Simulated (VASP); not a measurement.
Here is a VASP 6.6.1 calculation.

INCAR

```
SYSTEM = Li
PREC     = Accurate       ! precision mode
ENCUT    = 520            ! plane-wave cutoff, eV
EDIFF    = 1E-7           ! SCF threshold, eV
ISMEAR   = -1             ! smearing method
SIGMA    = 0.15           ! smearing width, eV
LREAL    = .False.        ! projectors in reciprocal space
LASPH    = .True.         ! aspherical terms in the spheres
NELM     = 100            ! most SCF steps
ALGO     = Normal         ! electronic algorithm
ISIF     = 2              ! what is computed and relaxed
LWAVE    = .False.        ! write WAVECAR
LCHARG   = .True.         ! write CHGCAR
GGA      = PS             ! functional
LELF     = .True.         ! ELF
LVHAR    = .True.       
NBANDS   = 14             ! bands
```

KPOINTS

```
regular mesh
0
Gamma
  5 5 5
  0 0 0
```

Contents of POSCAR:

```
Li
1.0
    4.3789264288      0.0000000000      0.0000000000
    0.0000000000      4.3789264288      0.0000000000
    0.0000000000      0.0000000000      4.3789264288
Li
4
Direct
    0.8745700000      0.1254300000      0.6254300000
    0.3745700000      0.3745700000      0.3745700000
    0.1254300000      0.6254300000      0.8745700000
    0.6254300000      0.8745700000      0.1254300000
```

Potentials or basis: VASP PAW PBE potentials, release 64 (Li_sv).

The run is started by

```bash
$ cat potpaw_PBE.64/Li_sv/POTCAR > POTCAR
$ mpirun -np 1 vasp_std > vasp.out
```

Question: What does it give for the largest force?

Answer: 0.005 eV/Å.

Question: What does it give for the band gap on the k mesh?

Answer: Zero (band 6 reaches 2.94 eV, above the bottom of band 7 at 0.61 eV).

Forces in eV/Å, atoms in the order of the input:
```
Li  -0.003  0.003  0.003
Li  -0.003 -0.003 -0.003
Li   0.003  0.003 -0.003
Li   0.003 -0.003  0.003
```

Caveat: the PAW data sets were made with another functional, which shifts forces and pressure a little.
